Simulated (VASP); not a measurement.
# C in VASP: notebook, part 2 of 2

VASP 6.6.1. Earlier steps stand in the parts before.

## 4. Single point, PBEsol

This run uses another cell than the first one, of the same volume but with other edges.

INCAR

```
SYSTEM = C
PREC = Accurate
ENCUT = 520
EDIFF = 1E-6
ISMEAR = 0
SIGMA = 0.1
LREAL = .FALSE.
LASPH = .TRUE.
NELM = 60
ALGO = Normal
ISIF = 2
LWAVE = .FALSE.
LCHARG = .FALSE.
GGA = PS
ISYM = 0
NBANDS = 11
```

KPOINTS

```
Automatic mesh
0
G
  14 4 18
  0 0 0
```

POSCAR

```
C
1.0
    2.4588140218      0.0000000000      0.0000000000
    0.0000000000      9.5276863356      0.0000000000
    1.2294070109      0.9518207539      1.9048259889
C
2
Direct
    0.3333333333      0.0000000000      0.3333333333
    0.6666666667      0.0000000000      0.6666666667
```

Potentials or basis: VASP PAW PBE potentials, release 64 (C).

Started as:

```console
> cat potpaw_PBE.64/C/POTCAR > POTCAR
> mpirun -np 1 vasp_std > vasp.out
```

OUTCAR:

```text
SYSTEM = C
   PREC = Accurate
   ENCUT = 520
   EDIFF = 1E-6
   ISMEAR = 0
   LREAL = .FALSE.
   LASPH = .TRUE.
   NELM = 60
   ISIF = 2
   GGA = PS
   ISYM = 0

 ion  position               nearest neighbor table
   1  0.333  0.000  0.333-   2 1.42   2 1.42   2 1.42
   2  0.667  0.000  0.667-   1 1.42   1 1.42   1 1.42

IMPORTANT INFORMATION: All symmetrisations will be switched off!
NOSYMM: (Re-)initialisation of all symmetry stuff for point group C_1.

----------------------------------------------------------------------------------------

                                     Primitive cell

  volume of cell :      44.6240

  direct lattice vectors                    reciprocal lattice vectors
     2.458814022  0.000000000  0.000000000     0.406700137  0.000000000 -0.262491169
     0.000000000  9.527686336  0.000000000     0.000000000  0.104957276 -0.052446005
     1.229407011  0.951820754  1.904825989     0.000000000  0.000000000  0.524982337

  length of vectors
     2.458814022  9.527686336  2.458814022     0.484052286  0.117331211  0.524982337

  position of ions in fractional coordinates (direct lattice)
[... 160 lines left out ...]
      3      -3.7613      2.00000
      4      -3.7598      2.00000
      5       2.3504      0.00000
      6       4.7231      0.00000
      7       6.2700      0.00000
      8       7.5815      0.00000
      9       7.5827      0.00000
     10      10.7972      0.00000
     11      12.0427      0.00000
[... 309 lines left out ...]
 k-point    24 :       0.0714    0.5000    0.0000
  band No.  band energies     occupation
      1     -20.1907      2.00000
      2      -8.3201      2.00000
      3      -4.2469      2.00000
      4      -4.0182      2.00000
      5       3.0778      0.00000
      6       3.5095      0.00000
      7       7.6320      0.00000
      8       8.1044      0.00000
      9       8.3479      0.00000
     10      10.3741      0.00000
     11      10.6087      0.00000

 [... further k-points ...]

------------------------ aborting loop because EDIFF is reached ----------------------------------------

  FORCE on cell =-STRESS in cart. coord.  units (eV):
  Direction    XX          YY          ZZ          XY          YZ          ZX
  --------------------------------------------------------------------------------------
  -------------------------------------------------------------------------------------
  Total        0.1450699      0.0086048      0.0628863      0.0038193      0.0361901      0.0076510
  in kB        5.2085824      0.3089478      2.2578667      0.1371272      1.2993675      0.2747001
  external PRESSURE =       2.5917990 kB  Pullay stress =       0.0000000 kB

 VOLUME and BASIS-vectors are now :
 -----------------------------------------------------------------------------
  energy-cutoff  :      520.00
  volume of cell :       44.62
      direct lattice vectors                 reciprocal lattice vectors
     2.458814022  0.000000000  0.000000000     0.406700137  0.000000000 -0.262491169
     0.000000000  9.527686336  0.000000000     0.000000000  0.104957276 -0.052446005
     1.229407011  0.951820754  1.904825989     0.000000000  0.000000000  0.524982337

 POSITION                                       TOTAL-FORCE (eV/Angst)
 -----------------------------------------------------------------------------------
      1.22941      0.31727      0.63494        -0.010052     -0.014448     -0.028920
      2.45881      0.63455      1.26988         0.010052      0.014448      0.028920
 -----------------------------------------------------------------------------------
    total drift:                                0.000000      0.000004     -0.000002

  FREE ENERGIE OF THE ION-ELECTRON SYSTEM (eV)
  ---------------------------------------------------
  free  energy   TOTEN  =       -19.2841474478 eV

  energy  without entropy=      -19.2841474475  energy(sigma->0) =      -19.28414745
```

OSZICAR:

```text
N       E                     dE             d eps       ncg     rms          rms(c)
DAV:   1     0.230452967912E+02    0.23045E+02   -0.36838E+03 11232   0.584E+02
DAV:   2    -0.186293820377E+02   -0.41675E+02   -0.39258E+02 14702   0.129E+02
DAV:   3    -0.205544877565E+02   -0.19251E+01   -0.19176E+01 14062   0.274E+01
DAV:   4    -0.205728682700E+02   -0.18381E-01   -0.18372E-01 15192   0.324E+00
DAV:   5    -0.205730059994E+02   -0.13773E-03   -0.13772E-03 14192   0.244E-01    0.643E+00
DAV:   6    -0.196448640015E+02    0.92814E+00   -0.74212E-01 12953   0.495E+00    0.373E+00
DAV:   7    -0.192882806574E+02    0.35658E+00   -0.98179E-01 13258   0.569E+00    0.923E-01
DAV:   8    -0.192830304727E+02    0.52502E-02   -0.27296E-02 13434   0.967E-01    0.184E-01
DAV:   9    -0.192826101981E+02    0.42027E-03   -0.45522E-04 13363   0.140E-01    0.125E-01
DAV:  10    -0.192826181934E+02   -0.79953E-05   -0.48558E-03 12075   0.287E-01    0.949E-02
DAV:  11    -0.192835006209E+02   -0.88243E-03   -0.14401E-04 12278   0.696E-02    0.392E-02
DAV:  12    -0.192840793176E+02   -0.57870E-03   -0.94745E-05 11924   0.596E-02    0.210E-02
DAV:  13    -0.192841271789E+02   -0.47861E-04   -0.18443E-06 12066   0.942E-03    0.674E-03
DAV:  14    -0.192841472147E+02   -0.20036E-04   -0.11797E-06 11983   0.576E-03    0.154E-03
DAV:  15    -0.192841474478E+02   -0.23307E-06   -0.31612E-08 13402   0.121E-03
   1 F= -.19284147E+02 E0= -.19284147E+02  d E =-.323995E-09
```

Wall time 2.4 min (1 thread of AMD EPYC 9R45 (Zen 5), shared host); peak memory 0.28 GiB.

What came out:

- Free energy: -19.2841 eV
- Largest force: 0.034 eV/Å

Forces on the atoms (eV/Å):
```
C   -0.010 -0.014 -0.029
C    0.010  0.014  0.029
```

Caveat: there is no dipole correction, which matters where the two faces differ; the PAW data sets were made with another functional, which shifts forces and pressure a little.

## 5. Overview

```csv
task,cell,k mesh,cutoff (eV),smearing,second try,largest force (eV/Å)
relaxation of cell and atoms,"relaxed to 5 GPa from a = 2.459, b = 2.459, c = 8.523 Å, angles 90.0, 90.0, 120.0°, 2 atoms, atomic positions A",18 × 18 × 6,800,fermi-dirac 0.15 eV,crashed,-
single point,"a = 2.352, b = 2.356, c = 8.427 Å, angles 89.6, 90.0, 119.9°, 2 atoms, atomic positions B",18 × 18 × 6,520,gaussian 0.1 eV,-,3.11
single point,"a = 2.459, b = 9.528 Å, angles 67.2, 60.0, 90.0°, 2 atoms, atomic positions C",14 × 4 × 18,520,gaussian 0.1 eV,-,0.03
```

Alike in all rows: level PBEsol; potentials or basis VASP PAW PBE potentials, release 64 (C); no spin polarisation.

Caveats: there is no dipole correction, which matters where the two faces differ; the PAW data sets were made with another functional, which shifts forces and pressure a little; the cell is relaxed towards a set pressure, so the run minimises the enthalpy, not the energy (at least some runs); the relaxation moved the vacuum too, so the length across it says nothing of the material (at least some runs).

Absolute energies hang on the potentials; compare differences alone.
